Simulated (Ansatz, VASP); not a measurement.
# MgI2 in VASP and in Ansatz

Contents of INCAR:

```
ALGO     = Normal         # electronic algorithm
DIPOL    = 0.5 0.5 0.404
EDIFF    = 1E-7           # SCF threshold, eV
ENCUT    = 520            # plane-wave cutoff, eV
GGA      = PE             # functional
IDIPOL   = 3            
ISIF     = 2              # what is computed and relaxed
ISMEAR   = 0              # smearing method
IVDW     = 12             # dispersion correction
LASPH    = True           # aspherical terms in the spheres
LCHARG   = True           # write CHGCAR
LDIPOL   = True         
LELF     = True           # ELF
LREAL    = False          # projectors in reciprocal space
LVACPOTAV= True         
LVHAR    = True         
LWAVE    = False          # write WAVECAR
NBANDS   = 25             # bands
NELM     = 100            # most SCF steps
PREC     = Accurate       # precision mode
SIGMA    = 0.05           # smearing width, eV
```

Contents of KPOINTS:

```
k-points
0
Gamma
  9 9 1
```

File POSCAR:

```
MgI2
1.0
    4.1311066128      0.0000000000      0.0000000000
   -2.0655533064      3.5776432724      0.0000000000
    0.0000000000      0.0000000000     24.2265084657
I Mg
4 2
Direct
    0.3333333333      0.6666666667      0.1857469477
    0.6666666667      0.3333333333      0.3245723272
    0.6666666667      0.5555555556      0.4826636182
    1.0000000000      0.2222222222      0.6214889978
    0.0000000000      0.0000000000      0.2551596374
    0.3333333333     -0.1111111111      0.5520763080
```

Input for Ansatz:

```yaml
crystal:
  lattice:
    - [4.1311065861, 0.0, 0.0]
    - [-2.0655532931, 3.5776432493, 0.0]
    - [0.0, 0.0, 24.2265089959]
  atoms:
    - { symbol: I, position: [0.3333333333, 0.6666666667, 0.1857469436] }
    - { symbol: Mg, position: [0.0, 0.0, 0.2551596373] }
    - { symbol: I, position: [0.6666666667, 0.3333333333, 0.324572331] }
    - { symbol: I, position: [0.6666666667, 0.5555555556, 0.4826636186] }
    - { symbol: Mg, position: [0.3333333333, -0.1111111111, 0.5520763123] }
    - { symbol: I, position: [1.0, 0.2222222222, 0.621489006] }
basis:
  ecutwfc: 420
kpoints:
  mp_grid: { grid: [9, 9, 1] }
hamiltonian:
  xc: pbe
  dispersion: d3bj
scf:
  occupations: { method: gaussian, width: 0.05 }
output:
  forces: true
  eigenvalues: true
efield:
  axis: 3
  dipole_correction: true
  ramp_width: 0.04
```

Alike in both runs: task single point; functional PBE; dispersion D3(BJ); k mesh 9 × 9 × 1; occupations gaussian, width 0.05 eV; no spin polarisation.

```csv
,VASP,Ansatz
version,VASP 6.6.1,Ansatz 0.2.0
potentials or method,"VASP PAW PBE potentials, release 64 (I, Mg), cutoff 520 eV","scalar-relativistic, plane waves, PAW"
valence electrons in the cell,32,88
```

Ansatz gave:

- gap on the k mesh at the Fermi level (eV): 3.55
- least direct gap on the mesh (eV): 3.94
- rms of the force components (eV/Å): 0.029

Which values does VASP return?

gap on the k mesh at the Fermi level (eV): 3.53; least direct gap on the mesh (eV): 3.93; rms of the force components (eV/Å): 0.032.

VASP's potentials hold 32 valence electrons a cell and Ansatz's 88, so a difference there can come from the potentials and not from the codes.

Neither program's run includes spin-orbit coupling.
